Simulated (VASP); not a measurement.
# AlN (P1) in VASP: notebook

AlN is run at these levels: r2SCAN; tasks: single point.

Program: VASP 6.6.1. These are calculated values, not measurements. Logs are shortened: lines on timing, memory, paths and dates and some standing lists are left out, and cuts for length are marked.

### Step 1. The cell of the first run

The typed cell holds 4 atoms: a = 3.107 Å, b = 3.107 Å, c = 4.978 Å, α = 90.00°, β = 90.00°, γ = 120.00°.

### Step 2. Single point, r2SCAN (atom 3 (N) moved +0.150 Å along Cartesian [1 1 1])

File POSCAR:

```
AlN
1.0
    3.1066653386      0.0000000000      0.0000000000
   -1.5533326693      2.6904511043      0.0000000000
    0.0000000000      0.0000000000      4.9784048354
Al N
2 2
Direct
    0.3333333333      0.6666666667      0.0016929024
    0.6666666667      0.3333333333      0.5016929024
    0.3773041269      0.6988555216      0.4007027380
    0.6666666667      0.3333333333      0.8833070976
```

File INCAR.step1:

```
SYSTEM = AlN
PREC = Accurate
ENCUT = 520
ISMEAR = 0
SIGMA = 0.05
LREAL = .FALSE.
LASPH = .TRUE.
NELM = 80
NBANDS = 16
GGA = PE
ALGO = Normal
EDIFF = 1E-4
LWAVE = .TRUE.
LCHARG = .FALSE.
```

File INCAR.step2:

```
SYSTEM = AlN
PREC = Accurate
ENCUT = 520
EDIFF = 1E-7
ISMEAR = 0
SIGMA = 0.05
LREAL = .FALSE.
LASPH = .TRUE.
NELM = 80
ALGO = Normal
ISIF = 2
LWAVE = .FALSE.
LCHARG = .FALSE.
METAGGA = R2SCAN
LMIXTAU = .TRUE.
NBANDS = 16
ISTART = 1
```

File KPOINTS:

```
Automatic mesh
0
G
  12 12 6
  0 0 0
```

Potentials or basis: VASP PAW PBE potentials, release 64 (Al, N).

Run with:

```
$ cat potpaw_PBE.64/Al/POTCAR potpaw_PBE.64/N/POTCAR > POTCAR
$ cp INCAR.step1 INCAR
$ mpirun -np 1 vasp_std > vasp.out
$ cp INCAR.step2 INCAR
$ mpirun -np 1 vasp_std > vasp.out
```

OUTCAR:

```text
SYSTEM = AlN
   PREC = Accurate
   ENCUT = 520
   EDIFF = 1E-7
   ISMEAR = 0
   LREAL = .FALSE.
   LASPH = .TRUE.
   NELM = 80
   ISIF = 2
   METAGGA = R2SCAN
   ISTART = 1

 ion  position               nearest neighbor table
   1  0.333  0.667  0.002-   4 1.89   4 1.89   4 1.89   3 1.99   2 3.07   2 3.07   2 3.07   2 3.07
                             2 3.07   2 3.07
   2  0.667  0.333  0.502-   3 1.78   3 1.84   4 1.90   3 1.98   1 3.07   1 3.07   1 3.07   1 3.07
                             1 3.07   1 3.07
   3  0.377  0.699  0.401-   2 1.78   2 1.84   2 1.98   1 1.99
   4  0.667  0.333  0.883-   1 1.89   1 1.89   1 1.89   2 1.90

  LATTYP: Found a hexagonal cell.
 ALAT       =     3.1066653386
 C/A-ratio  =     1.6024915119

  Lattice vectors:

 A1 = (   3.1066653386,   0.0000000000,   0.0000000000)
 A2 = (  -1.5533326693,   2.6904511043,   0.0000000000)
 A3 = (   0.0000000000,   0.0000000000,   4.9784048354)

Analysis of symmetry for initial positions (statically):
=====================================================================
 Subroutine PRICEL returns:
 Original cell was already a primitive cell.

 Routine SETGRP: Setting up the symmetry group for a
 hexagonal supercell.

 Subroutine GETGRP returns: Found  1 space group operations
 (whereof  1 operations were pure point group operations)
 out of a pool of 24 trial point group operations.

The static configuration has the point symmetry C_1 .

Analysis of symmetry for dynamics (positions and initial velocities):
=====================================================================
 Subroutine PRICEL returns:
 Original cell was already a primitive cell.

 Routine SETGRP: Setting up the symmetry group for a
 hexagonal supercell.

 Subroutine GETGRP returns: Found  1 space group operations
 (whereof  1 operations were pure point group operations)
 out of a pool of 24 trial point group operations.

The dynamic configuration has the point symmetry C_1 .

 Subroutine INISYM returns: Found  1 space group operations
 (whereof  1 operations are pure point group operations),
 and found     1 'primitive' translations

----------------------------------------------------------------------------------------

                                     Primitive cell

  volume of cell :      41.6112

  direct lattice vectors                    reciprocal lattice vectors
     3.106665339  0.000000000  0.000000000     0.321888550  0.185842441  0.000000000
    -1.553332669  2.690451104  0.000000000     0.000000000  0.371684882  0.000000000
     0.000000000  0.000000000  4.978404835     0.000000000  0.000000000  0.200867554

  length of vectors
     3.106665339  3.106665339  4.978404835     0.371684882  0.371684882  0.200867554

  position of ions in fractional coordinates (direct lattice)
     0.333333333  0.666666667  0.001692902
     0.666666667  0.333333333  0.501692902
     0.377304127  0.698855522  0.400702738
     0.666666667  0.333333333  0.883307098

  ion indices of the primitive-cell ions
   primitive index   ion index
                 1           1
                 2           2
                 3           3
                 4           4

----------------------------------------------------------------------------------------

 KPOINTS: Automatic mesh

Automatic generation of k-mesh.
 Grid dimensions read from file:
 generate k-points for:   12   12    6

 Generating k-lattice:

  Cartesian coordinates                     Fractional coordinates (reciprocal lattice)
     0.026824046  0.015486870  0.000000000     0.083333333  0.000000000  0.000000000
     0.000000000  0.030973740  0.000000000     0.000000000  0.083333333  0.000000000
     0.000000000  0.000000000  0.033477926     0.000000000  0.000000000  0.166666667

  Length of vectors
     0.030973740  0.030973740  0.033477926

  Shift w.r.t. Gamma in fractional coordinates (k-lattice)
     0.000000000  0.000000000  0.000000000

 Subroutine IBZKPT returns following result:
 ===========================================

 Found    436 irreducible k-points:

 Following reciprocal coordinates:
            Coordinates               Weight
  0.000000  0.000000  0.000000      1.000000
  0.083333  0.000000  0.000000      2.000000
  0.000000  0.083333  0.000000      2.000000
 -0.083333  0.083333  0.000000      2.000000
  0.166667  0.000000  0.000000      2.000000
  0.000000  0.166667  0.000000      2.000000
[... 16 lines left out ...]
  0.166667  0.083333  0.000000      2.000000
 -0.083333  0.250000  0.000000      2.000000
 [... further k-points ...]
   k-points           NKPTS =    436   k-points in BZ     NKDIM =    436   number of bands    NBANDS=     16
   number of dos      NEDOS =    301   number of ions     NIONS =      4
   total plane-waves  NPLWV =  23040
   dimension x,y,z NGX =    24 NGY =   24 NGZ =   40
   dimension x,y,z NGXF=    48 NGYF=   48 NGZF=   80
   ions per type =               2   2
   NGX,Y,Z   is equivalent  to a cutoff of  12.84, 12.84, 13.36 a.u.
   NGXF,Y,Z  is equivalent  to a cutoff of  25.69, 25.69, 26.71 a.u.
 SYSTEM =  AlN
   PREC   = accura    normal or accurate (medium, high low for compatibility)
   ISTART =      1    job   : 0-new  1-cont  2-samecut
   ICHARG =      0    charge: 1-file 2-atom 10-const
   ISPIN  =      1    spin polarized calculation?
   LNONCOLLINEAR =      F non collinear calculations
   LSORBIT =      F    spin-orbit coupling
   LASPH  =      T    aspherical Exc in radial PAW
   ENCUT  =  520.0 eV  38.22 Ry    6.18 a.u.   5.78  5.78  9.26*2*pi/ulx,y,z
   NELM   =     80;   NELMIN=  2; NELMDL=  0     # of ELM steps
   EDIFF  = 0.1E-06   stopping-criterion for ELM
   LREAL  =      F    real-space projection
   EDIFFG = 0.1E-05   stopping-criterion for IOM
   NSW    =      0    number of steps for IOM
   IBRION =     -1    ionic relax: 0-MD 1-quasi-New 2-CG
   NFREE  =      0    steps in history (QN), initial steepest desc. (CG)
   ISIF   =      2    stress and relaxation
   ISYM   =      2    0-nonsym 1-usesym 2-fastsym
   POTIM  = 0.5000    time-step for ionic-motion
   TEBEG  =    0.0;   TEEND  =   0.0 temperature during run
   PSTRESS=    0.0 pullay stress
   NELECT =      16.0000    total number of electrons
   NUPDOWN=      -1.0000    fix difference up-down
   EMIN   =  10.00;   EMAX   =-10.00  energy-range for DOS
   EFERMI =   0.00;   METHOD = LEGACY
   ISMEAR =     0;   SIGMA  =   0.05  broadening in eV -4-tet -1-fermi 0-gaus
   EFERMI_NEDOS =   21; number of points for ismear=-14 and -15
   IALGO  =     38    algorithm
   IMIX   =      4    mixing-type and parameters
     AMIX     =   0.40;   BMIX     =  1.00
     AMIX_MAG =   1.60;   BMIX_MAG =  1.00
  volume/ion in A,a.u.               =      10.40        70.20
  Fermi-wavevector in a.u.,A,eV,Ry     =   1.190451  2.249626 19.281821  1.417174
  Thomas-Fermi vector in A             =   2.326535
   LORBIT       =      0    0 simple, 1 ext, 2 COOP (PROOUT), +10 PAW based schemes
   METAGGA = R2SCAN    functional components
   LHFCALC =     F    Hartree Fock is set to
   AEXX    =    0.0000 exact exchange contribution
   IVDW    =     0    specifies the selected vdW correction
   LEPSILON=     F    determine dielectric tensor
   LRPA    =     F    only Hartree local field effects (RPA)
 non-spin polarized calculation
 Gauss-broadening in eV      SIGMA  =   0.05
  energy-cutoff  :      520.00
  volume of cell :       41.61
 maximum number of plane-waves:      1140
   NGX = 11   NGY = 11   NGZ = 19

 number of electron      15.9999999 magnetization

 Free energy of the ion-electron system (eV)
  ---------------------------------------------------
  ext. energy  EPLUGINS =         0.00000000
  ---------------------------------------------------
  free energy    TOTEN  =       -38.25182744 eV

  energy without entropy =      -38.25182744  energy(sigma->0) =      -38.25182744

 E-fermi :   6.3310     XC(G=0): -11.4174

 val. band max:        6.0850694271   @ k =   0.0000   0.0000   0.0000
 cond. band min:      10.7928177338   @ k =   0.0000   0.0000   0.0000
 fundamental gap:      4.7077483067
 Fermi energy:         6.3309703985

 k-point     1 :       0.0000    0.0000    0.0000
  band No.  band energies     occupation
      1     -10.0704      2.00000
      2      -7.9428      2.00000
      3      -0.1092      2.00000
      4       4.7353      2.00000
      5       5.1470      2.00000
      6       5.6247      2.00000
[... 8 lines left out ...]
     15      20.1202      0.00000
     16      20.3413      0.00000

 k-point     2 :       0.0833    0.0000    0.0000
  band No.  band energies     occupation
      1      -9.9820      2.00000
      2      -7.8913      2.00000
      3      -0.0028      2.00000
      4       4.6112      2.00000
      5       4.7180      2.00000
      6       5.3107      2.00000
[... 8 lines left out ...]
     15      20.1611      0.00000
     16      20.2830      0.00000

 k-point     3 :       0.0000    0.0833    0.0000
  band No.  band energies     occupation
      1      -9.9804      2.00000
      2      -7.8932      2.00000
      3      -0.0002      2.00000
      4       4.3900      2.00000
      5       4.9855      2.00000
      6       5.2290      2.00000
[... 8 lines left out ...]
     15      19.8908      0.00000
     16      20.3475      0.00000

 k-point     4 :      -0.0833    0.0833    0.0000
  band No.  band energies     occupation
      1      -9.9808      2.00000
      2      -7.8927      2.00000
      3      -0.0008      2.00000
      4       4.4177      2.00000
      5       4.9470      2.00000
      6       5.2551      2.00000
[... 8 lines left out ...]
     15      19.9861      0.00000
     16      20.2743      0.00000

 k-point     5 :       0.1667    0.0000    0.0000
  band No.  band energies     occupation
      1      -9.7257      2.00000
      2      -7.7500      2.00000
      3       0.3099      2.00000
      4       3.6008      2.00000
      5       4.3929      2.00000
      6       4.5044      2.00000
[... 8 lines left out ...]
     15      19.6003      0.00000
     16      19.7661      0.00000

 k-point     6 :       0.0000    0.1667    0.0000
  band No.  band energies     occupation
      1      -9.7185      2.00000
      2      -7.7590      2.00000
      3       0.3214      2.00000
      4       3.4885      2.00000
      5       4.2951      2.00000
      6       4.6994      2.00000
[... 8 lines left out ...]
     15      19.4489      0.00000
     16      19.7239      0.00000
[... 267 lines left out ...]
 k-point    21 :      -0.0833    0.1667    0.0000
  band No.  band energies     occupation
      1      -9.8037      2.00000
      2      -7.8021      2.00000
      3       0.2163      2.00000
      4       3.7941      2.00000
      5       4.3957      2.00000
      6       4.9905      2.00000
[... 8 lines left out ...]
     15      19.7908      0.00000
     16      19.9390      0.00000

 k-point    22 :      -0.1667    0.0833    0.0000
  band No.  band energies     occupation
      1      -9.8086      2.00000
      2      -7.7960      2.00000
      3       0.2085      2.00000
      4       4.0518      2.00000
      5       4.1940      2.00000
      6       4.9375      2.00000
[... 8 lines left out ...]
     15      19.3047      0.00000
     16      20.4643      0.00000

 k-point    23 :       0.1667    0.0833    0.0000
  band No.  band energies     occupation
      1      -9.4800      2.00000
      2      -7.6322      2.00000
      3       0.6170      2.00000
      4       2.9704      2.00000
      5       3.5197      2.00000
      6       4.4900      2.00000
[... 8 lines left out ...]
     15      19.6583      0.00000
     16      20.0831      0.00000

 k-point    24 :      -0.0833    0.2500    0.0000
  band No.  band energies     occupation
      1      -9.4673      2.00000
      2      -7.6482      2.00000
      3       0.6378      2.00000
      4       2.8927      2.00000
      5       3.4993      2.00000
      6       4.5722      2.00000
[... 8 lines left out ...]
     15      19.1073      0.00000
     16      20.1430      0.00000

 [... further k-points ...]

------------------------ aborting loop because EDIFF is reached ----------------------------------------

  FORCE on cell =-STRESS in cart. coord.  units (eV):
  Direction    XX          YY          ZZ          XY          YZ          ZX
  --------------------------------------------------------------------------------------
  -------------------------------------------------------------------------------------
  Total       -0.3646262      2.0022318     -0.7910338     -1.0341216      0.4632267      0.2305378
  in kB      -14.0394036     77.0930360    -30.4576105    -39.8173558     17.8358718      8.8765246
  external PRESSURE =      10.8653406 kB  Pullay stress =       0.0000000 kB

 VOLUME and BASIS-vectors are now :
 -----------------------------------------------------------------------------
  energy-cutoff  :      520.00
  volume of cell :       41.61
      direct lattice vectors                 reciprocal lattice vectors
     3.106665339  0.000000000  0.000000000     0.321888550  0.185842441  0.000000000
    -1.553332669  2.690451104  0.000000000     0.000000000  0.371684882  0.000000000
     0.000000000  0.000000000  4.978404835     0.000000000  0.000000000  0.200867554

 POSITION                                       TOTAL-FORCE (eV/Angst)
 -----------------------------------------------------------------------------------
     -0.00000      1.79363      0.00843         0.167260      0.167126      0.354348
      1.55333      0.89682      2.49763         1.009981      1.484720      0.772964
      0.08660      1.88024      1.99486        -1.236249     -1.725941     -1.781111
      1.55333      0.89682      4.39746         0.059008      0.074096      0.653799
 -----------------------------------------------------------------------------------
    total drift:                                0.000136      0.000061      0.006196

  FREE ENERGIE OF THE ION-ELECTRON SYSTEM (eV)
  ---------------------------------------------------
  free  energy   TOTEN  =       -38.2518274396 eV

  energy  without entropy=      -38.2518274396  energy(sigma->0) =      -38.25182744
```

Run time: 5 min. Hardware: 1 thread of Intel Xeon 6975P-C (Granite Rapids), shared host; peak memory 0.35 GiB.

Results:

* Free energy: -38.2518 eV
* Pressure: 1.1 GPa
* Largest force: 2.771 eV/Å
* Band gap on the k mesh: 4.71 eV

Forces in eV/Å, atoms in the order of the input:
```
Al   0.167  0.167  0.354
Al   1.010  1.485  0.773
N   -1.236 -1.726 -1.781
N    0.059  0.074  0.654
```

Stress tensor (GPa, compression positive):
```
-1.40 -3.98  0.89
-3.98  7.71  1.78
 0.89  1.78 -3.05
```

Caveat: the cell differs from its parent crystal (atom 3 (N) moved +0.150 Å along Cartesian [1 1 1]); the stress differs along the axes, from -3 to 8 GPa; the PAW data sets were made with another functional, which shifts forces and pressure a little.

(Continued in part 2 of 2.)
